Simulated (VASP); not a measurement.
# CeC (rocksalt type) (Fm-3m) in VASP: single point with LDA

Aim: the single point of CeC (rocksalt type) with LDA.

All numbers are computed with VASP 6.6.1; they aren't measurements. Logs are shortened: lines on timing, memory, paths and dates and some standing lists are left out, and cuts for length are marked.

### Step 1. The cell of the first run

The structure is cubic, space group Fm-3m (No. 225). Conventional cell: a = 5.192 Å, b = 5.192 Å, c = 5.192 Å, α = 90.00°, β = 90.00°, γ = 90.00°. Within 3.4 Å of Ce (site symmetry m-3m) lie 6 C at 2.60 Å. Within 3.4 Å of C (site symmetry m-3m) lie 6 Ce at 2.60 Å.

### Step 2. Single point, LDA, collinear spin, ferromagnetic start

INCAR

```
  PREC = Accurate
  ENCUT = 520
  EDIFF = 1E-6
  ISMEAR = -1
  SIGMA = 0.08
  LREAL = False
  LASPH = True
  NELM = 150
  ALGO = Normal
  ISIF = 2
  LWAVE = False
  LCHARG = False
  ISPIN = 2
  MAGMOM = 1 0
  LORBIT = 11
  LMAXMIX = 6
  GGA = CA
  NBANDS = 19
```

KPOINTS

```
Automatic mesh
0
Gamma
  12 12 12
```

POSCAR

```
CeC
1.0
    0.0000000000      2.5960188331      2.5960188331
    2.5960188331      0.0000000000      2.5960188331
    2.5960188331      2.5960188331      0.0000000000
Ce C
1 1
Direct
    0.0000000000      0.0000000000      0.0000000000
    0.5000000000      0.5000000000      0.5000000000
```

Potentials or basis: VASP PAW LDA potentials, release 64 (Ce, C).

Started as:

```
$ cat potpaw_LDA.64/Ce/POTCAR potpaw_LDA.64/C/POTCAR > POTCAR
$ mpirun -np 1 vasp_std > vasp.out
```

OUTCAR:

```text
PREC = Accurate
   ENCUT = 520
   EDIFF = 1E-6
   ISMEAR = -1
   LREAL = False
   LASPH = True
   NELM = 150
   ISIF = 2
   ISPIN = 2
   LORBIT = 11
   GGA = CA

 ion  position               nearest neighbor table
   1  0.000  0.000  0.000-   2 2.60   2 2.60   2 2.60   2 2.60   2 2.60   2 2.60
   2  0.500  0.500  0.500-   1 2.60   1 2.60   1 2.60   1 2.60   1 2.60   1 2.60

  LATTYP: Found a face centered cubic cell.
 ALAT       =     5.1920376662

  Lattice vectors:

 A1 = (   0.0000000000,   2.5960188331,   2.5960188331)
 A2 = (   2.5960188331,   0.0000000000,   2.5960188331)
 A3 = (   2.5960188331,   2.5960188331,   0.0000000000)

Analysis of symmetry for initial positions (statically):
=====================================================================
 Subroutine PRICEL returns:
 Original cell was already a primitive cell.

 Routine SETGRP: Setting up the symmetry group for a
 face centered cubic supercell.

 Subroutine GETGRP returns: Found 48 space group operations
 (whereof 48 operations were pure point group operations)
 out of a pool of 48 trial point group operations.

The static configuration has the point symmetry O_h .

Analysis of symmetry for dynamics (positions and initial velocities):
=====================================================================
 Subroutine PRICEL returns:
 Original cell was already a primitive cell.

 Routine SETGRP: Setting up the symmetry group for a
 face centered cubic supercell.

 Subroutine GETGRP returns: Found 48 space group operations
 (whereof 48 operations were pure point group operations)
 out of a pool of 48 trial point group operations.

The dynamic configuration has the point symmetry O_h .

Analysis of structural, dynamic, and magnetic symmetry:
=====================================================================
 Subroutine PRICEL returns:
 Original cell was already a primitive cell.

 Routine SETGRP: Setting up the symmetry group for a
 face centered cubic supercell.

 Subroutine GETGRP returns: Found 48 space group operations
 (whereof 48 operations were pure point group operations)
 out of a pool of 48 trial point group operations.

The overall configuration has the point symmetry O_h .

 Subroutine INISYM returns: Found 48 space group operations
 (whereof 48 operations are pure point group operations),
 and found     1 'primitive' translations

----------------------------------------------------------------------------------------

                                     Primitive cell

  volume of cell :      34.9908

  direct lattice vectors                    reciprocal lattice vectors
     0.000000000  2.596018833  2.596018833    -0.192602609  0.192602609  0.192602609
     2.596018833  0.000000000  2.596018833     0.192602609 -0.192602609  0.192602609
     2.596018833  2.596018833  0.000000000     0.192602609  0.192602609 -0.192602609

  length of vectors
     3.671325042  3.671325042  3.671325042     0.333597504  0.333597504  0.333597504

  position of ions in fractional coordinates (direct lattice)
     0.000000000  0.000000000  0.000000000
     0.500000000  0.500000000  0.500000000

  ion indices of the primitive-cell ions
   primitive index   ion index
                 1           1
                 2           2

----------------------------------------------------------------------------------------

 KPOINTS: Automatic mesh

Automatic generation of k-mesh.
 Grid dimensions read from file:
 generate k-points for:   12   12   12

 Generating k-lattice:

  Cartesian coordinates                     Fractional coordinates (reciprocal lattice)
    -0.016050217  0.016050217  0.016050217     0.083333333  0.000000000  0.000000000
     0.016050217 -0.016050217  0.016050217     0.000000000  0.083333333  0.000000000
     0.016050217  0.016050217 -0.016050217     0.000000000  0.000000000  0.083333333

  Length of vectors
     0.027799792  0.027799792  0.027799792

  Shift w.r.t. Gamma in fractional coordinates (k-lattice)
     0.000000000  0.000000000  0.000000000

 Subroutine IBZKPT returns following result:
 ===========================================

 Found     72 irreducible k-points:

 Following reciprocal coordinates:
            Coordinates               Weight
  0.000000  0.000000  0.000000      1.000000
  0.083333  0.000000  0.000000      8.000000
  0.166667  0.000000  0.000000      8.000000
  0.250000  0.000000  0.000000      8.000000
  0.333333  0.000000  0.000000      8.000000
  0.416667  0.000000  0.000000      8.000000
[... 16 lines left out ...]
  0.500000  0.166667  0.000000     24.000000
 -0.416667  0.166667  0.000000     24.000000
 [... further k-points ...]
   k-points           NKPTS =     72   k-points in BZ     NKDIM =     72   number of bands    NBANDS=     19
   number of dos      NEDOS =    301   number of ions     NIONS =      2
   total plane-waves  NPLWV =  21952
   dimension x,y,z NGX =    28 NGY =   28 NGZ =   28
   dimension x,y,z NGXF=    56 NGYF=   56 NGZF=   56
   ions per type =               1   1
   NGX,Y,Z   is equivalent  to a cutoff of  12.68, 12.68, 12.68 a.u.
   NGXF,Y,Z  is equivalent  to a cutoff of  25.36, 25.36, 25.36 a.u.
 SYSTEM =  unknown system
   PREC   = accura    normal or accurate (medium, high low for compatibility)
   ISTART =      0    job   : 0-new  1-cont  2-samecut
   ICHARG =      2    charge: 1-file 2-atom 10-const
   ISPIN  =      2    spin polarized calculation?
   LNONCOLLINEAR =      F non collinear calculations
   LSORBIT =      F    spin-orbit coupling
   LASPH  =      T    aspherical Exc in radial PAW
   ENCUT  =  520.0 eV  38.22 Ry    6.18 a.u.   6.83  6.83  6.83*2*pi/ulx,y,z
   NELM   =    150;   NELMIN=  2; NELMDL= -5     # of ELM steps
   EDIFF  = 0.1E-05   stopping-criterion for ELM
   LREAL  =      F    real-space projection
   EDIFFG = 0.1E-04   stopping-criterion for IOM
   NSW    =      0    number of steps for IOM
   IBRION =     -1    ionic relax: 0-MD 1-quasi-New 2-CG
   NFREE  =      0    steps in history (QN), initial steepest desc. (CG)
   ISIF   =      2    stress and relaxation
   ISYM   =      2    0-nonsym 1-usesym 2-fastsym
   POTIM  = 0.5000    time-step for ionic-motion
   TEBEG  =    0.0;   TEEND  =   0.0 temperature during run
   PSTRESS=    0.0 pullay stress
   NELECT =      16.0000    total number of electrons
   NUPDOWN=      -1.0000    fix difference up-down
   EMIN   =  10.00;   EMAX   =-10.00  energy-range for DOS
   EFERMI =   0.00;   METHOD = LEGACY
   ISMEAR =    -1;   SIGMA  =   0.08  broadening in eV -4-tet -1-fermi 0-gaus
   EFERMI_NEDOS =   21; number of points for ismear=-14 and -15
   IALGO  =     38    algorithm
   IMIX   =      4    mixing-type and parameters
     AMIX     =   0.40;   BMIX     =  1.00
     AMIX_MAG =   1.60;   BMIX_MAG =  1.00
  volume/ion in A,a.u.               =      17.50       118.06
  Fermi-wavevector in a.u.,A,eV,Ry     =   1.261238  2.383394 21.643071  1.590721
  Thomas-Fermi vector in A             =   2.394707
   LORBIT       =     11    0 simple, 1 ext, 2 COOP (PROOUT), +10 PAW based schemes
   GGA     = CA    functional components
   LHFCALC =     F    Hartree Fock is set to
   AEXX    =    0.0000 exact exchange contribution
   IVDW    =     0    specifies the selected vdW correction
   LEPSILON=     F    determine dielectric tensor
   LRPA    =     F    only Hartree local field effects (RPA)
 spin polarized calculation
  energy-cutoff  :      520.00
  volume of cell :       34.99
 maximum number of plane-waves:       960
   NGX = 13   NGY = 13   NGZ = 13

 number of electron      16.0000000 magnetization       0.0001638

 number of electron      16.0000000 magnetization      -0.0000490

 Free energy of the ion-electron system (eV)
  ---------------------------------------------------
  ext. energy  EPLUGINS =         0.00000000
  ---------------------------------------------------
  free energy    TOTEN  =       -16.86068130 eV

  energy without entropy =      -16.81810513  energy(sigma->0) =      -16.83939321

 E-fermi :   7.0759     XC(G=0): -11.5103

 val. band max:        7.0718798747   @ k =   0.5000   0.4167   0.0833
 cond. band min:       7.0779950595   @ k =   0.4167   0.3333   0.0833
 fundamental gap:      0.0061151849
 Fermi energy:         7.0759428565

 spin component 1

 k-point     1 :       0.0000    0.0000    0.0000
  band No.  band energies     occupation
      1     -26.6096      1.00000
      2      -8.6715      1.00000
      3      -8.6715      1.00000
      4      -8.6715      1.00000
      5      -1.8480      1.00000
      6       6.4693      0.99949
[... 11 lines left out ...]
     18       9.9929      0.00000
     19      11.4575      0.00000

 k-point     2 :       0.0833    0.0000    0.0000
  band No.  band energies     occupation
      1     -26.5957      1.00000
      2      -8.8211      1.00000
      3      -8.6810      1.00000
      4      -8.6810      1.00000
      5      -1.6651      1.00000
      6       6.3277      0.99991
[... 11 lines left out ...]
     18      10.3002      0.00000
     19      12.1671      0.00000

 k-point     3 :       0.1667    0.0000    0.0000
  band No.  band energies     occupation
      1     -26.5575      1.00000
      2      -9.1986      1.00000
      3      -8.7064      1.00000
      4      -8.7064      1.00000
      5      -1.1930      1.00000
      6       5.8899      1.00000
[... 11 lines left out ...]
     18      10.7111      0.00000
     19      13.4654      0.00000

 k-point     4 :       0.2500    0.0000    0.0000
  band No.  band energies     occupation
      1     -26.5051      1.00000
      2      -9.6590      1.00000
      3      -8.7408      1.00000
      4      -8.7408      1.00000
      5      -0.5899      1.00000
      6       5.2344      1.00000
[... 407 lines left out ...]
     18      13.3235      0.00000
     19      15.4397      0.00000

 k-point    23 :       0.5000    0.1667    0.0000
  band No.  band energies     occupation
      1     -26.3803      1.00000
      2     -10.2566      1.00000
      3      -9.0782      1.00000
      4      -8.9190      1.00000
      5      -0.0914      1.00000
      6       4.6193      1.00000
[... 11 lines left out ...]
     18      13.4287      0.00000
     19      15.9714      0.00000

 k-point    24 :      -0.4167    0.1667    0.0000
  band No.  band energies     occupation
      1     -26.3766      1.00000
      2     -10.2774      1.00000
      3      -9.1393      1.00000
      4      -8.8737      1.00000
      5       0.0332      1.00000
      6       4.4425      1.00000
[... 11 lines left out ...]
     18      12.9201      0.00000
     19      15.9825      0.00000

 [... further k-points ...]

 spin component 2

 k-point     1 :       0.0000    0.0000    0.0000
  band No.  band energies     occupation
      1     -26.6096      1.00000
      2      -8.6716      1.00000
      3      -8.6716      1.00000
      4      -8.6716      1.00000
      5      -1.8480      1.00000
      6       6.4693      0.99949
[... 11 lines left out ...]
     18       9.9929      0.00000
     19      11.4575      0.00000

 k-point     2 :       0.0833    0.0000    0.0000
  band No.  band energies     occupation
      1     -26.5958      1.00000
      2      -8.8212      1.00000
      3      -8.6810      1.00000
      4      -8.6810      1.00000
      5      -1.6651      1.00000
      6       6.3277      0.99991
[... 11 lines left out ...]
     18      10.3002      0.00000
     19      12.1671      0.00000

 k-point     3 :       0.1667    0.0000    0.0000
  band No.  band energies     occupation
      1     -26.5576      1.00000
      2      -9.1987      1.00000
      3      -8.7064      1.00000
      4      -8.7064      1.00000
      5      -1.1930      1.00000
      6       5.8899      1.00000
[... 11 lines left out ...]
     18      10.7111      0.00000
     19      13.4654      0.00000

 k-point     4 :       0.2500    0.0000    0.0000
  band No.  band energies     occupation
      1     -26.5051      1.00000
      2      -9.6590      1.00000
      3      -8.7408      1.00000
      4      -8.7408      1.00000
      5      -0.5899      1.00000
      6       5.2344      1.00000
[... 407 lines left out ...]
     18      13.3235      0.00000
     19      15.4397      0.00000

 k-point    23 :       0.5000    0.1667    0.0000
  band No.  band energies     occupation
      1     -26.3803      1.00000
      2     -10.2566      1.00000
      3      -9.0782      1.00000
      4      -8.9190      1.00000
      5      -0.0914      1.00000
      6       4.6193      1.00000
[... 11 lines left out ...]
     18      13.4287      0.00000
     19      15.9714      0.00000

 k-point    24 :      -0.4167    0.1667    0.0000
  band No.  band energies     occupation
      1     -26.3766      1.00000
      2     -10.2774      1.00000
      3      -9.1393      1.00000
      4      -8.8737      1.00000
      5       0.0332      1.00000
      6       4.4425      1.00000
[... 11 lines left out ...]
     18      12.9201      0.00000
     19      15.9825      0.00000

 [... further k-points ...]
[... 5 lines left out ...]
  --------------------------------------------------------------------------------------
  -------------------------------------------------------------------------------------
  Total       -1.4721732     -1.4721732     -1.4721732      0.0000000      0.0000000      0.0000000
  in kB      -67.4087043    -67.4087043    -67.4087043      0.0000000      0.0000000      0.0000000
  external PRESSURE =     -67.4087043 kB  Pullay stress =       0.0000000 kB

 VOLUME and BASIS-vectors are now :
 -----------------------------------------------------------------------------
  energy-cutoff  :      520.00
  volume of cell :       34.99
      direct lattice vectors                 reciprocal lattice vectors
     0.000000000  2.596018833  2.596018833    -0.192602609  0.192602609  0.192602609
     2.596018833  0.000000000  2.596018833     0.192602609 -0.192602609  0.192602609
     2.596018833  2.596018833  0.000000000     0.192602609  0.192602609 -0.192602609

 POSITION                                       TOTAL-FORCE (eV/Angst)
 -----------------------------------------------------------------------------------
      0.00000      0.00000      0.00000         0.000000      0.000000      0.000000
      2.59602      2.59602      2.59602        -0.000000     -0.000000     -0.000000
 -----------------------------------------------------------------------------------
    total drift:                                0.000000      0.000000      0.000000

  FREE ENERGIE OF THE ION-ELECTRON SYSTEM (eV)
  ---------------------------------------------------
  free  energy   TOTEN  =       -16.8606813041 eV

  energy  without entropy=      -16.8181051257  energy(sigma->0) =      -16.83939321

 total charge

# of ion       s       p       d       f       tot
--------------------------------------------------
    1        2.044   5.729   1.013   0.898   9.684
    2        0.903   1.357   0.000   0.000   2.261
--------------------------------------------------
tot          2.947   7.087   1.013   0.898  11.944

 magnetization (x)

# of ion       s       p       d       f       tot
--------------------------------------------------
    1       -0.000   0.000  -0.000  -0.000  -0.000
    2        0.000   0.000   0.000   0.000   0.000
--------------------------------------------------
tot         -0.000   0.000  -0.000  -0.000  -0.000
```

Wall time 2.5 min (1 thread of Intel Xeon Platinum 8559C (Emerald Rapids), shared host); peak memory 0.22 GiB.

What came out:

```yaml
Free_energy: -16.8607 eV
Pressure: -6.7 GPa
Band_gap_on_the_k_mesh: zero (filled and empty bands overlap)
Net_moment: 0.00 μB per cell
Valence_electrons_inside_the_program's_atomic_spheres: Ce 9.68; C 2.26
```

Caveat: the magnetic or orbital state may not be the lowest; the cell stands under tension; the moments typed at the start vanished in this run; spin-orbit coupling is left out, which moves the levels of the heavy elements; semilocal functionals describe open f shells poorly, which spoils levels, moments and volumes. The state reached can hang on the start; a lower one may exist.
